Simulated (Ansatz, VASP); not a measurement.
**One calculation of GaSb3, two programs**

```
Ga Sb
1.0
     0.00000    3.73060    3.73060
     3.73060    0.00000    3.73060
     3.73060    3.73060    0.00000
Ga Sb
1 3
Direct
  0.00000 0.00000 0.00000
  0.25000 0.25000 0.25000
  0.75000 0.75000 0.75000
  0.50000 0.50000 0.50000
```

Alike in both runs: task relaxation of cell and atoms; functional PBE; k mesh 12 × 12 × 12; occupations gaussian, width 0.1 eV; no spin polarisation.

```csv
,VASP,Ansatz
version,VASP 6.6.1,Ansatz 0.2.0
potentials or method,"VASP PAW PBE potentials, release 64 (Ga_d, Sb), cutoff 500 eV","scalar-relativistic, plane waves, PAW"
valence electrons in the cell,28,58
```

Ansatz gave:

* gap on the k mesh at the Fermi level, each at its own relaxed structure (eV): none
* relaxed volume (Å³/atom): 25.69
* relaxed cell length with the largest relative difference (Å): 5.258

Estimate VASP's values.

gap on the k mesh at the Fermi level, each at its own relaxed structure (eV): none; relaxed volume (Å³/atom): 25.65; relaxed cell length with the largest relative difference (Å): 5.255.

A gap of «none» marks a metal or a gap that the smearing closes. VASP's potentials hold 28 valence electrons a cell and Ansatz's 58, so a difference there can come from the potentials and not from the codes.

Neither program's run includes spin-orbit coupling. Noted on VASP's run: too few bands were computed for a metal, which touches its energy and stress.
